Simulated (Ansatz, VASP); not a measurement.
# BF in VASP and in Ansatz

File INCAR:

```
PREC = Accurate ; ENCUT = 520
EDIFF = 1E-6 ; ISMEAR = 0
SIGMA = 0.2 ; LREAL = F
LASPH = T ; NELM = 60
ALGO = Normal ; ISIF = 2
LWAVE = F ; LCHARG = F
GGA = PE ; NBANDS = 30
```

The input KPOINTS:

```
regular mesh
0
Gamma
  8 4 8
```

The input POSCAR:

```
BF
1.0
    2.8069208343      0.0000000000      0.0000000000
    0.0000000000      0.0000000000     -5.6822498809
   -1.4034604172      6.5888157531      0.0000000000
B F
4 4
Direct
    0.5376115577      0.8750000000      0.0752231155
    0.5376115577      0.3750000000      0.0752231155
    0.4623884423      0.6250000000      0.9247768845
    0.4623884423      0.1250000000      0.9247768845
    0.6375292600      0.8750000000      0.2750585200
    0.6375292600      0.3750000000      0.2750585200
    0.3624707400      0.6250000000      0.7249414800
    0.3624707400      0.1250000000      0.7249414800
```

Input for Ansatz:

```yaml
crystal:
  lattice:
    - [2.8069208343, 0.0, 0.0]
    - [0.0, 0.0, -5.6822498809]
    - [-1.4034604172, 6.5888157531, 0.0]
  atoms:
    - { symbol: B, position: [0.5376115577, 0.875, 0.0752231155] }
    - { symbol: B, position: [0.5376115577, 0.375, 0.0752231155] }
    - { symbol: B, position: [0.4623884423, 0.625, 0.9247768845] }
    - { symbol: B, position: [0.4623884423, 0.125, 0.9247768845] }
    - { symbol: F, position: [0.63752926, 0.875, 0.27505852] }
    - { symbol: F, position: [0.63752926, 0.375, 0.27505852] }
    - { symbol: F, position: [0.36247074, 0.625, 0.72494148] }
    - { symbol: F, position: [0.36247074, 0.125, 0.72494148] }
basis:
  ecutwfc: 420
kpoints:
  mp_grid: { grid: [8, 4, 8] }
hamiltonian:
  xc: pbe
scf:
  occupations: { method: gaussian, width: 0.2 }
  lower_state_search: "off"
output:
  forces: true
  stress: true
  eigenvalues: true
```

Alike in both runs: task single point; functional PBE; k mesh 8 × 4 × 8; occupations gaussian, width 0.2 eV; no spin polarisation.

|  | VASP | Ansatz |
| --- | --- | --- |
| version | VASP 6.6.1 | Ansatz 0.2.0 |
| potentials or method | VASP PAW PBE potentials, release 64 (B, F), cutoff 520 eV | scalar-relativistic, plane waves, PAW |
| valence electrons in the cell | 40 | 40 |

VASP gave:

| Item | Value |
| --- | --- |
| gap on the k mesh at the Fermi level (eV) | none |
| pressure (GPa) | 0.5 |
| traceless stress, the component that is largest in VASP (GPa) | 1.39 |
| rms of the force components (eV/Å) | 0.161 |

**Question.** What did Ansatz give for the same quantities?

**Answer.** gap on the k mesh at the Fermi level (eV): none; pressure (GPa): 0.0; traceless stress, the component that is largest in VASP (GPa): 0.00; rms of the force components (eV/Å): 0.002.

Atom by atom the forces differ by 0.159 eV/Å (rms over components). A gap of «none» marks a metal or a gap that the smearing closes. With one functional, cell and mesh, what is left measures potentials, basis and numerics.
